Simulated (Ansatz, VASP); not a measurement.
# Hg: VASP beside Ansatz

INCAR

```
PREC = Accurate
ENCUT = 500
EDIFF = 1E-6
ISMEAR = -1
SIGMA = 0.1
LREAL = False
LASPH = True
NELM = 120
ALGO = Normal
ISIF = 2
LWAVE = False
LCHARG = True
GGA = PE
LELF = True
LVHAR = True
NBANDS = 12
GGA_COMPAT = False
```

The input KPOINTS:

```
regular mesh
0
Gamma
  14 14 14
```

Contents of POSCAR:

```
Hg
1.0
   -1.4277693554      1.4277693554      1.4277693554
    1.4277693554     -1.4277693554      1.4277693554
    1.4277693554      1.4277693554     -1.4277693554
Hg
1
Direct
    0.0000000000      0.0000000000      0.0000000000
```

Input for Ansatz:

```yaml
crystal:
  lattice:
    - [-1.4277693554, 1.4277693554, 1.4277693554]
    - [1.4277693554, -1.4277693554, 1.4277693554]
    - [1.4277693554, 1.4277693554, -1.4277693554]
  atoms:
    - { symbol: Hg, position: [0.0, 0.0, 0.0] }
kpoints:
  mp_grid: { grid: [14, 14, 14] }
  band_path:
    path:
      - [0.0, 0.0, 0.0]
      - [0.5, -0.5, 0.5]
      - [0.0, 0.0, 0.5]
      - [0.0, 0.0, 0.0]
      - [0.25, 0.25, 0.25]
      - [0.5, -0.5, 0.5]
      - [0.25, 0.25, 0.25]
      - [0.0, 0.0, 0.5]
    npoints: 8
scf:
  occupations: { method: fermi_dirac, width: 0.1 }
hamiltonian:
  xc: pbe
  pseudopotentials: { kind: paw }
output:
  forces: true
  stress: true
  eigenvalues: true
  populations: true
  dos: { projected: true, de: 0.2, e_range: [-14, 8] }
```

Change from the starting cell: volume scaled by 0.4, PAW files.

Alike in both runs: task single point; functional PBE; k mesh 14 × 14 × 14; occupations fermi-dirac, width 0.1 eV; no spin polarisation.

|  | VASP | Ansatz |
| --- | --- | --- |
| version | VASP 6.6.1 | Ansatz 0.2.0 |
| potentials or method | VASP PAW PBE potentials, release 64 (Hg) | PAW with Ansatz's default frozen-core files, scalar-relativistic |
| plane-wave cutoff (eV) | 500 | 420 |
| valence electrons in the cell | 12 | 20 |

```tsv
	VASP	Ansatz	Ansatz less VASP
pressure (GPa)	307.8	291.6	-16.28
```

Both programs put the cell under a high pressure, so it lies far from rest at this level. VASP's potentials hold 12 valence electrons a cell and Ansatz's 20, so a difference there can come from the potentials and not from the codes.

Spin-orbit coupling is off throughout. Noted on VASP's run: the cell as given lies far from equilibrium.
